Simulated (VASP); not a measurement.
# Mg2Sn (Fm-3m) in VASP: a series of runs

Mg2Sn is run at these levels: PBEsol, r2SCAN; tasks: single point.

Everything below comes from runs of VASP 6.6.1. Logs are shortened: lines on timing, memory, paths and dates and some standing lists are left out, and cuts for length are marked.

## (1) The cell of the first run

It takes space group Fm-3m (No. 225, cubic). The conventional cell has a = 6.744 Å, b = 6.744 Å, c = 6.744 Å, α = 90.00°, β = 90.00°, γ = 90.00°. Sn (site symmetry m-3m) has 8 Mg at 2.92 Å within 3.8 Å. Mg (site symmetry -43m) has 4 Sn at 2.92 Å and 6 Mg at 3.37 Å within 3.8 Å.

## (2) Single point, PBEsol

The input, INCAR:

```
PREC = Accurate
ENCUT = 600
EDIFF = 1E-6
ISMEAR = -1
SIGMA = 0.05
LREAL = F
LASPH = T
NELM = 120
ALGO = Normal
ISIF = 2
LWAVE = F
LCHARG = F
GGA = PS
NBANDS = 16
GGA_COMPAT = F
```

The input, KPOINTS:

```
regular mesh
0
Gamma
  6 6 6
```

The input, POSCAR:

```
Mg2Sn
1.0
    0.0000000000      3.3719670000      3.3719670000
    3.3719670000      0.0000000000      3.3719670000
    3.3719670000      3.3719670000      0.0000000000
Sn Mg
1 2
Direct
    0.0000000000      0.0000000000      0.0000000000
    0.2500000000      0.2500000000      0.2500000000
    0.7500000000      0.7500000000      0.7500000000
```

Potentials or basis: VASP PAW PBE potentials, release 64 (Sn_d, Mg).

Run with:

```console
$ cat potpaw_PBE.64/Sn_d/POTCAR potpaw_PBE.64/Mg/POTCAR > POTCAR
$ mpirun -np 1 vasp_std > vasp.out
```

OUTCAR:

```text
PREC = Accurate
   ENCUT = 600
   EDIFF = 1E-6
   ISMEAR = -1
   LREAL = F
   LASPH = T
   NELM = 120
   ISIF = 2
   GGA = PS

 ion  position               nearest neighbor table
   1  0.000  0.000  0.000-   2 2.92   3 2.92   3 2.92   3 2.92   3 2.92   2 2.92   2 2.92   2 2.92

   2  0.250  0.250  0.250-   1 2.92   1 2.92   1 2.92   1 2.92   3 3.37   3 3.37   3 3.37   3 3.37
                             3 3.37   3 3.37
   3  0.750  0.750  0.750-   1 2.92   1 2.92   1 2.92   1 2.92   2 3.37   2 3.37   2 3.37   2 3.37
                             2 3.37   2 3.37

  LATTYP: Found a face centered cubic cell.
 ALAT       =     6.7439340000

  Lattice vectors:

 A1 = (   0.0000000000,   3.3719670000,   3.3719670000)
 A2 = (   3.3719670000,   0.0000000000,   3.3719670000)
 A3 = (   3.3719670000,   3.3719670000,   0.0000000000)

Analysis of symmetry for initial positions (statically):
=====================================================================
 Subroutine PRICEL returns:
 Original cell was already a primitive cell.

 Routine SETGRP: Setting up the symmetry group for a
 face centered cubic supercell.

 Subroutine GETGRP returns: Found 48 space group operations
 (whereof 48 operations were pure point group operations)
 out of a pool of 48 trial point group operations.

The static configuration has the point symmetry O_h .

Analysis of symmetry for dynamics (positions and initial velocities):
=====================================================================
 Subroutine PRICEL returns:
 Original cell was already a primitive cell.

 Routine SETGRP: Setting up the symmetry group for a
 face centered cubic supercell.

 Subroutine GETGRP returns: Found 48 space group operations
 (whereof 48 operations were pure point group operations)
 out of a pool of 48 trial point group operations.

The dynamic configuration has the point symmetry O_h .

 Subroutine INISYM returns: Found 48 space group operations
 (whereof 48 operations are pure point group operations),
 and found     1 'primitive' translations

----------------------------------------------------------------------------------------

                                     Primitive cell

  volume of cell :      76.6796

  direct lattice vectors                    reciprocal lattice vectors
     0.000000000  3.371967000  3.371967000    -0.148281404  0.148281404  0.148281404
     3.371967000  0.000000000  3.371967000     0.148281404 -0.148281404  0.148281404
     3.371967000  3.371967000  0.000000000     0.148281404  0.148281404 -0.148281404

  length of vectors
     4.768681463  4.768681463  4.768681463     0.256830925  0.256830925  0.256830925

  position of ions in fractional coordinates (direct lattice)
     0.000000000  0.000000000  0.000000000
     0.250000000  0.250000000  0.250000000
     0.750000000  0.750000000  0.750000000

  ion indices of the primitive-cell ions
   primitive index   ion index
                 1           1
                 2           2
                 3           3

----------------------------------------------------------------------------------------

 KPOINTS: regular mesh

Automatic generation of k-mesh.
 Grid dimensions read from file:
 generate k-points for:    6    6    6

 Generating k-lattice:

  Cartesian coordinates                     Fractional coordinates (reciprocal lattice)
    -0.024713567  0.024713567  0.024713567     0.166666667  0.000000000  0.000000000
     0.024713567 -0.024713567  0.024713567     0.000000000  0.166666667  0.000000000
     0.024713567  0.024713567 -0.024713567     0.000000000  0.000000000  0.166666667

  Length of vectors
     0.042805154  0.042805154  0.042805154

  Shift w.r.t. Gamma in fractional coordinates (k-lattice)
     0.000000000  0.000000000  0.000000000

 Subroutine IBZKPT returns following result:
 ===========================================

 Found     16 irreducible k-points:

 Following reciprocal coordinates:
            Coordinates               Weight
  0.000000  0.000000  0.000000      1.000000
  0.166667  0.000000  0.000000      8.000000
  0.333333  0.000000  0.000000      8.000000
  0.500000  0.000000  0.000000      4.000000
  0.166667  0.166667  0.000000      6.000000
  0.333333  0.166667  0.000000     24.000000
[... 8 lines left out ...]
 -0.333333  0.333333  0.166667     24.000000
 -0.333333  0.500000  0.166667     12.000000
   k-points           NKPTS =     16   k-points in BZ     NKDIM =     16   number of bands    NBANDS=     16
   number of dos      NEDOS =    301   number of ions     NIONS =      3
   total plane-waves  NPLWV =  64000
   dimension x,y,z NGX =    40 NGY =   40 NGZ =   40
   dimension x,y,z NGXF=    80 NGYF=   80 NGZF=   80
   ions per type =               1   2
   NGX,Y,Z   is equivalent  to a cutoff of  13.94, 13.94, 13.94 a.u.
   NGXF,Y,Z  is equivalent  to a cutoff of  27.89, 27.89, 27.89 a.u.
 SYSTEM =  unknown system
   PREC   = accura    normal or accurate (medium, high low for compatibility)
   ISTART =      0    job   : 0-new  1-cont  2-samecut
   ICHARG =      2    charge: 1-file 2-atom 10-const
   ISPIN  =      1    spin polarized calculation?
   LNONCOLLINEAR =      F non collinear calculations
   LSORBIT =      F    spin-orbit coupling
   LASPH  =      T    aspherical Exc in radial PAW
   ENCUT  =  600.0 eV  44.10 Ry    6.64 a.u.   9.52  9.52  9.52*2*pi/ulx,y,z
   NELM   =    120;   NELMIN=  2; NELMDL= -5     # of ELM steps
   EDIFF  = 0.1E-05   stopping-criterion for ELM
   LREAL  =      F    real-space projection
   EDIFFG = 0.1E-04   stopping-criterion for IOM
   NSW    =      0    number of steps for IOM
   IBRION =     -1    ionic relax: 0-MD 1-quasi-New 2-CG
   NFREE  =      0    steps in history (QN), initial steepest desc. (CG)
   ISIF   =      2    stress and relaxation
   ISYM   =      2    0-nonsym 1-usesym 2-fastsym
   POTIM  = 0.5000    time-step for ionic-motion
   TEBEG  =    0.0;   TEEND  =   0.0 temperature during run
   PSTRESS=    0.0 pullay stress
   NELECT =      18.0000    total number of electrons
   NUPDOWN=      -1.0000    fix difference up-down
   EMIN   =  10.00;   EMAX   =-10.00  energy-range for DOS
   EFERMI =   0.00;   METHOD = LEGACY
   ISMEAR =    -1;   SIGMA  =   0.05  broadening in eV -4-tet -1-fermi 0-gaus
   EFERMI_NEDOS =   21; number of points for ismear=-14 and -15
   IALGO  =     38    algorithm
   IMIX   =      4    mixing-type and parameters
     AMIX     =   0.40;   BMIX     =  1.00
     AMIX_MAG =   1.60;   BMIX_MAG =  1.00
  volume/ion in A,a.u.               =      25.56       172.49
  Fermi-wavevector in a.u.,A,eV,Ry     =   1.009886  1.908408 13.876170  1.019870
  Thomas-Fermi vector in A             =   2.142842
   LORBIT       =      0    0 simple, 1 ext, 2 COOP (PROOUT), +10 PAW based schemes
   GGA     = PS    functional components
   LHFCALC =     F    Hartree Fock is set to
   AEXX    =    0.0000 exact exchange contribution
   IVDW    =     0    specifies the selected vdW correction
   LEPSILON=     F    determine dielectric tensor
   LRPA    =     F    only Hartree local field effects (RPA)
 non-spin polarized calculation
  energy-cutoff  :      600.00
  volume of cell :       76.68
 maximum number of plane-waves:      2637
 NGX is ok and might be reduce to    40
   NGX = 19   NGY = 19   NGZ = 19

 number of electron      18.0000001 magnetization

 Free energy of the ion-electron system (eV)
  ---------------------------------------------------
  ext. energy  EPLUGINS =         0.00000000
  ---------------------------------------------------
  free energy    TOTEN  =        -8.30745260 eV

  energy without entropy =       -8.30506140  energy(sigma->0) =       -8.30625700

 E-fermi :   4.1808     XC(G=0):  -8.8862

 val. band max:        4.1214358336   @ k =   0.5000   0.5000   0.0000
 cond. band min:       4.2404415614   @ k =   0.0000   0.0000   0.0000
 fundamental gap:      0.1190057278
 Fermi energy:         4.1807891338

 k-point     1 :       0.0000    0.0000    0.0000
  band No.  band energies     occupation
      1     -16.6410      2.00000
      2     -16.6410      2.00000
      3     -16.6410      2.00000
      4     -16.6009      2.00000
      5     -16.6009      2.00000
      6      -4.9142      2.00000
[... 8 lines left out ...]
     15       9.7183      0.00000
     16       9.7183      0.00000

 k-point     2 :       0.1667    0.0000    0.0000
  band No.  band energies     occupation
      1     -16.6408      2.00000
      2     -16.6401      2.00000
      3     -16.6401      2.00000
      4     -16.6008      2.00000
      5     -16.6008      2.00000
      6      -4.6901      2.00000
[... 8 lines left out ...]
     15       8.6457      0.00000
     16       9.1833      0.00000

 k-point     3 :       0.3333    0.0000    0.0000
  band No.  band energies     occupation
      1     -16.6404      2.00000
      2     -16.6383      2.00000
      3     -16.6383      2.00000
      4     -16.6005      2.00000
      5     -16.6005      2.00000
      6      -4.0976      2.00000
[... 8 lines left out ...]
     15       9.4705      0.00000
     16       9.8716      0.00000

 k-point     4 :       0.5000    0.0000    0.0000
  band No.  band energies     occupation
      1     -16.6402      2.00000
      2     -16.6375      2.00000
      3     -16.6375      2.00000
      4     -16.6003      2.00000
      5     -16.6003      2.00000
      6      -3.6430      2.00000
[... 8 lines left out ...]
     15      11.1609      0.00000
     16      11.7815      0.00000
[... 172 lines left out ...]
 k-point    14 :       0.5000    0.3333    0.1667
  band No.  band energies     occupation
      1     -16.6412      2.00000
      2     -16.6372      2.00000
      3     -16.6357      2.00000
      4     -16.6017      2.00000
      5     -16.5992      2.00000
      6      -3.6237      2.00000
[... 8 lines left out ...]
     15      11.0649      0.00000
     16      11.7653      0.00000

 k-point    15 :      -0.3333    0.3333    0.1667
  band No.  band energies     occupation
      1     -16.6393      2.00000
      2     -16.6387      2.00000
      3     -16.6348      2.00000
      4     -16.6015      2.00000
      5     -16.5994      2.00000
      6      -3.2653      2.00000
[... 8 lines left out ...]
     15      11.5240      0.00000
     16      12.0323      0.00000

 k-point    16 :      -0.3333    0.5000    0.1667
  band No.  band energies     occupation
      1     -16.6418      2.00000
      2     -16.6365      2.00000
      3     -16.6338      2.00000
      4     -16.6023      2.00000
      5     -16.5986      2.00000
      6      -3.1079      2.00000
[... 8 lines left out ...]
     15      12.1835      0.00000
     16      12.5774      0.00000

------------------------ aborting loop because EDIFF is reached ----------------------------------------

  FORCE on cell =-STRESS in cart. coord.  units (eV):
  Direction    XX          YY          ZZ          XY          YZ          ZX
  --------------------------------------------------------------------------------------
  -------------------------------------------------------------------------------------
  Total       -0.0009288     -0.0009288     -0.0009288      0.0000000      0.0000000      0.0000000
  in kB       -0.0194060     -0.0194060     -0.0194060      0.0000000      0.0000000      0.0000000
  external PRESSURE =      -0.0194060 kB  Pullay stress =       0.0000000 kB

 VOLUME and BASIS-vectors are now :
 -----------------------------------------------------------------------------
  energy-cutoff  :      600.00
  volume of cell :       76.68
      direct lattice vectors                 reciprocal lattice vectors
     0.000000000  3.371967000  3.371967000    -0.148281404  0.148281404  0.148281404
     3.371967000  0.000000000  3.371967000     0.148281404 -0.148281404  0.148281404
     3.371967000  3.371967000  0.000000000     0.148281404  0.148281404 -0.148281404

 POSITION                                       TOTAL-FORCE (eV/Angst)
 -----------------------------------------------------------------------------------
      0.00000      0.00000      0.00000        -0.000000      0.000000      0.000000
      1.68598      1.68598      1.68598         0.000000      0.000000      0.000000
      5.05795      5.05795      5.05795        -0.000000     -0.000000     -0.000000
 -----------------------------------------------------------------------------------
    total drift:                               -0.000000      0.000000     -0.000000

  FREE ENERGIE OF THE ION-ELECTRON SYSTEM (eV)
  ---------------------------------------------------
  free  energy   TOTEN  =        -8.3074526013 eV

  energy  without entropy=       -8.3050614037  energy(sigma->0) =       -8.30625700
```

Run time: 25 s. Hardware: 1 thread of Intel Xeon Platinum 8375C at 2.90GHz (Ice Lake), shared host; peak memory 0.24 GiB.

Results:

| Item | Value |
| --- | --- |
| Free energy | -8.3075 eV |
| Pressure | 0.0 GPa |
| Band gap on the k mesh | zero (bands 9 and 10 overlap by 0.12 eV) |

Caveat: the PAW data sets were made with another functional, which shifts forces and pressure a little; spin-orbit coupling is left out, which moves the levels of the heavy elements.

[end of part 1 of 2]
